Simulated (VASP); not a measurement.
# Au (Im-3m) in VASP: a series of runs

Au is run at these levels: LDA; tasks: single point.

Everything below comes from runs of VASP 6.6.1. Logs are shortened: lines on timing, memory, paths and dates and some standing lists are left out, and cuts for length are marked.

### Step 1. The cell of the first run

It takes space group Im-3m (No. 229, cubic). Conventional cell: a = 3.315 Å, b = 3.315 Å, c = 3.315 Å, α = 90.00°, β = 90.00°, γ = 90.00°. Au (site symmetry m-3m) has 14 Au at 2.87 to 3.31 Å within 3.8 Å.

### Step 2. Single point, LDA

Input file INCAR:

```
SYSTEM = Au
PREC     = Accurate       ! precision mode
ENCUT    = 520            ! plane-wave cutoff, eV
EDIFF    = 1E-7           ! SCF threshold, eV
ISMEAR   = 0              ! smearing method
SIGMA    = 0.15           ! smearing width, eV
LREAL    = .FALSE.        ! projectors in reciprocal space
LASPH    = .TRUE.         ! aspherical terms in the spheres
NELM     = 100            ! most SCF steps
ALGO     = Normal         ! electronic algorithm
ISIF     = 2              ! what is computed and relaxed
LWAVE    = .FALSE.        ! write WAVECAR
LCHARG   = .FALSE.        ! write CHGCAR
NBANDS   = 12             ! bands
```

Input file KPOINTS:

```
regular mesh
0
G
  20 20 20
  0 0 0
```

Input file POSCAR:

```
Au
1.0
   -1.6572690000      1.6572690000      1.6572690000
    1.6572690000     -1.6572690000      1.6572690000
    1.6572690000      1.6572690000     -1.6572690000
Au
1
Direct
    0.0000000000      0.0000000000      0.0000000000
```

Potentials or basis: VASP PAW LDA potentials, release 64 (Au).

On the command line:

```
$ cat potpaw_LDA.64/Au/POTCAR > POTCAR
$ mpirun -np 1 vasp_std > vasp.out
```

OUTCAR:

```text
SYSTEM = Au
   PREC = Accurate
   ENCUT = 520
   EDIFF = 1E-7
   ISMEAR = 0
   LREAL = .FALSE.
   LASPH = .TRUE.
   NELM = 100
   ISIF = 2

 ion  position               nearest neighbor table
   1  0.000  0.000  0.000-

  LATTYP: Found a body centered cubic cell.
 ALAT       =     3.3145380000

  Lattice vectors:

 A1 = (  -1.6572690000,   1.6572690000,   1.6572690000)
 A2 = (   1.6572690000,  -1.6572690000,   1.6572690000)
 A3 = (   1.6572690000,   1.6572690000,  -1.6572690000)

Analysis of symmetry for initial positions (statically):
=====================================================================
 Subroutine PRICEL returns:
 Original cell was already a primitive cell.

 Routine SETGRP: Setting up the symmetry group for a
 body centered cubic supercell.

 Subroutine GETGRP returns: Found 48 space group operations
 (whereof 48 operations were pure point group operations)
 out of a pool of 48 trial point group operations.

The static configuration has the point symmetry O_h .

Analysis of symmetry for dynamics (positions and initial velocities):
=====================================================================
 Subroutine PRICEL returns:
 Original cell was already a primitive cell.

 Routine SETGRP: Setting up the symmetry group for a
 body centered cubic supercell.

 Subroutine GETGRP returns: Found 48 space group operations
 (whereof 48 operations were pure point group operations)
 out of a pool of 48 trial point group operations.

The dynamic configuration has the point symmetry O_h .

 Subroutine INISYM returns: Found 48 space group operations
 (whereof 48 operations are pure point group operations),
 and found     1 'primitive' translations

----------------------------------------------------------------------------------------

                                     Primitive cell

  volume of cell :      18.2070

  direct lattice vectors                    reciprocal lattice vectors
    -1.657269000  1.657269000  1.657269000     0.000000000  0.301701172  0.301701172
     1.657269000 -1.657269000  1.657269000     0.301701172  0.000000000  0.301701172
     1.657269000  1.657269000 -1.657269000     0.301701172  0.301701172  0.000000000

  length of vectors
     2.870474110  2.870474110  2.870474110     0.426669890  0.426669890  0.426669890

  position of ions in fractional coordinates (direct lattice)
     0.000000000  0.000000000  0.000000000

  ion indices of the primitive-cell ions
   primitive index   ion index
                 1           1
[... 75 lines left out ...]
   NSW    =      0    number of steps for IOM
   IBRION =     -1    ionic relax: 0-MD 1-quasi-New 2-CG
   NFREE  =      0    steps in history (QN), initial steepest desc. (CG)
   ISIF   =      2    stress and relaxation
   ISYM   =      2    0-nonsym 1-usesym 2-fastsym
   POTIM  = 0.5000    time-step for ionic-motion
   TEBEG  =    0.0;   TEEND  =   0.0 temperature during run
   PSTRESS=    0.0 pullay stress
   NELECT =      11.0000    total number of electrons
   NUPDOWN=      -1.0000    fix difference up-down
   EMIN   =  10.00;   EMAX   =-10.00  energy-range for DOS
   EFERMI =   0.00;   METHOD = LEGACY
   ISMEAR =     0;   SIGMA  =   0.15  broadening in eV -4-tet -1-fermi 0-gaus
   EFERMI_NEDOS =   21; number of points for ismear=-14 and -15
   IALGO  =     38    algorithm
   IMIX   =      4    mixing-type and parameters
     AMIX     =   0.40;   BMIX     =  1.00
     AMIX_MAG =   1.60;   BMIX_MAG =  1.00
  volume/ion in A,a.u.               =      18.21       122.87
  Fermi-wavevector in a.u.,A,eV,Ry     =   1.383968  2.615320 26.060157  1.915367
  Thomas-Fermi vector in A             =   2.508516
   LORBIT       =      0    0 simple, 1 ext, 2 COOP (PROOUT), +10 PAW based schemes
   GGA     = CA    functional components
   LHFCALC =     F    Hartree Fock is set to
   AEXX    =    0.0000 exact exchange contribution
   IVDW    =     0    specifies the selected vdW correction
   LEPSILON=     F    determine dielectric tensor
   LRPA    =     F    only Hartree local field effects (RPA)
 non-spin polarized calculation
 Gauss-broadening in eV      SIGMA  =   0.15
  energy-cutoff  :      520.00
  volume of cell :       18.21
 maximum number of plane-waves:       502
 NGX is ok and might be reduce to    24
   NGX = 11   NGY = 11   NGZ = 11

 number of electron      10.9999998 magnetization

 Free energy of the ion-electron system (eV)
  ---------------------------------------------------
  ext. energy  EPLUGINS =         0.00000000
  ---------------------------------------------------
  free energy    TOTEN  =        -4.35637372 eV

  energy without entropy =       -4.35375807  energy(sigma->0) =       -4.35506589

 E-fermi :   8.2244     XC(G=0): -12.6064

 val. band max:        8.1740328909   @ k =   0.4000   0.0500   0.0500
 cond. band min:       8.3241573669   @ k =   0.3500   0.1000   0.0500
 fundamental gap:      0.1501244760
 Fermi energy:         8.2244282913

 k-point     1 :       0.0000    0.0000    0.0000
  band No.  band energies     occupation
      1      -1.0203      2.00000
      2       3.6638      2.00000
      3       3.6638      2.00000
      4       3.6638      2.00000
      5       5.4341      2.00000
      6       5.4341      2.00000
      7      24.6581      0.00000
      8      24.6581      0.00000
      9      24.6581      0.00000
     10      31.2291      0.00000
     11      31.2291      0.00000
     12      31.2291      0.00000
[... 331 lines left out ...]
 k-point    24 :       0.2500    0.1000    0.0000
  band No.  band energies     occupation
      1       1.4588      2.00000
      2       3.0494      2.00000
      3       3.8373      2.00000
      4       5.1036      2.00000
      5       5.5744      2.00000
      6       5.9662      2.00000
      7      17.7627      0.00000
      8      21.5000      0.00000
      9      23.3199      0.00000
     10      27.2947      0.00000
     11      29.8985      0.00000
     12      30.5846      0.00000

 [... further k-points ...]
[... 5 lines left out ...]
  --------------------------------------------------------------------------------------
  -------------------------------------------------------------------------------------
  Total       -1.5051359     -1.5051359     -1.5051359      0.0000000      0.0000000      0.0000000
  in kB     -132.4485750   -132.4485750   -132.4485750      0.0000000      0.0000000      0.0000000
  external PRESSURE =    -132.4485750 kB  Pullay stress =       0.0000000 kB

 VOLUME and BASIS-vectors are now :
 -----------------------------------------------------------------------------
  energy-cutoff  :      520.00
  volume of cell :       18.21
      direct lattice vectors                 reciprocal lattice vectors
    -1.657269000  1.657269000  1.657269000     0.000000000  0.301701172  0.301701172
     1.657269000 -1.657269000  1.657269000     0.301701172  0.000000000  0.301701172
     1.657269000  1.657269000 -1.657269000     0.301701172  0.301701172  0.000000000

 POSITION                                       TOTAL-FORCE (eV/Angst)
 -----------------------------------------------------------------------------------
      0.00000      0.00000      0.00000        -0.000000     -0.000000     -0.000000
 -----------------------------------------------------------------------------------
    total drift:                               -0.000000      0.000000      0.000000

  FREE ENERGIE OF THE ION-ELECTRON SYSTEM (eV)
  ---------------------------------------------------
  free  energy   TOTEN  =        -4.3563737151 eV

  energy  without entropy=       -4.3537580712  energy(sigma->0) =       -4.35506589
```

OSZICAR:

```text
N       E                     dE             d eps       ncg     rms          rms(c)
DAV:   1     0.477263313053E+02    0.47726E+02   -0.55840E+03  6440   0.811E+02
DAV:   2    -0.402077165455E+01   -0.51747E+02   -0.48587E+02  7260   0.183E+02
DAV:   3    -0.469411242327E+01   -0.67334E+00   -0.67271E+00  7300   0.202E+01
DAV:   4    -0.469636292740E+01   -0.22505E-02   -0.22504E-02  6980   0.135E+00
DAV:   5    -0.469638001754E+01   -0.17090E-04   -0.17090E-04  7264   0.113E-01    0.762E+00
DAV:   6    -0.437690574557E+01    0.31947E+00   -0.99273E-01  6528   0.762E+00    0.494E+00
DAV:   7    -0.435958292970E+01    0.17323E-01   -0.45681E-02  7080   0.162E+00    0.265E+00
DAV:   8    -0.435637785831E+01    0.32051E-02   -0.10810E-03  6804   0.320E-01    0.238E-01
DAV:   9    -0.435637289436E+01    0.49640E-05   -0.70607E-06  6792   0.223E-02    0.942E-03
DAV:  10    -0.435637371825E+01   -0.82390E-06   -0.94209E-07  7008   0.717E-03    0.377E-03
DAV:  11    -0.435637371512E+01    0.31307E-08   -0.39065E-08  4244   0.155E-03
   1 F= -.43563737E+01 E0= -.43550659E+01  d E =-.261564E-02
```

stdout:

```text
POSCAR found type information on POSCAR Au
 POSCAR found :  1 types and       1 ions
 scaLAPACK will be used
 LDA part: xc-table for (Slater(with rela. corr.)+CA(PZ))
 , standard interpolation
 POSCAR, INCAR and KPOINTS ok, starting setup
 FFT: planning ... GRIDC
 FFT: planning ... GRID_SOFT
 FFT: planning ... GRID
 WAVECAR not read
 entering main loop
```

Wall time 23 s (1 thread of Intel Xeon Platinum 8259CL at 2.50GHz (Skylake/Cascade Lake), shared host); peak memory 0.17 GiB.

Results:

```yaml
Free_energy: -4.3564 eV
Pressure: -13.2 GPa
```

Levels at points of the mesh, in eV from the Fermi level:
```tsv
k point	band 3	band 4	band 5	band 6	band 7	band 8	band 9	band 10
(0.00, 0.00, 0.00)	-4.56	-4.56	-2.79	-2.79	16.43	16.43	16.43	23.00
(0.50, 0.00, 0.00)	-2.93	-2.62	-1.42	-0.42	3.16	12.27	13.33	20.90
(0.50, 0.50, 0.50)	-1.77	-1.77	-1.77	6.15	6.15	6.15	8.89	15.35
```

Caveat: spin-orbit coupling is left out, which moves the levels of the heavy elements.

### Step 3. Single point, LDA

Input file INCAR:

```
SYSTEM = Au
  ALGO = Normal
  EDIFF = 1E-6
  ENCUT = 520
  ISIF = 2
  ISMEAR = 0
  LASPH = .TRUE.
  LCHARG = .FALSE.
  LREAL = .FALSE.
  LWAVE = .FALSE.
  NBANDS = 12
  NELM = 100
  PREC = Accurate
  SIGMA = 0.15
```

Input file KPOINTS:

```
k-points
0
G
  22 22 22
  0 0 0
```

POSCAR is that of step 2.

Potentials or basis: VASP PAW LDA potentials, release 64 (Au).

On the command line:

```
$ cat potpaw_LDA.64/Au/POTCAR > POTCAR
$ mpirun -np 1 vasp_std > vasp.out
```

Run time: 27 s. Hardware: 1 thread of Intel Xeon Platinum 8259CL at 2.50GHz (Skylake/Cascade Lake), shared host; peak memory 0.18 GiB.

The run converged. Its results:

| Quantity | Value |
| --- | --- |
| Free energy | -4.3567 eV |
| Pressure | -13.2 GPa |

Levels at points of the mesh, in eV from the Fermi level:
```tsv
k point	band 4	band 5	band 6	band 7	band 8	band 9
(0.00, 0.00, 0.00)	-4.55	-2.78	-2.78	16.44	16.44	16.44
(0.50, 0.00, 0.00)	-2.60	-1.41	-0.41	3.17	12.28	13.34
(0.50, 0.50, 0.50)	-1.75	-1.75	6.16	6.16	6.16	8.90
```

Caveat: spin-orbit coupling is left out, which moves the levels of the heavy elements.
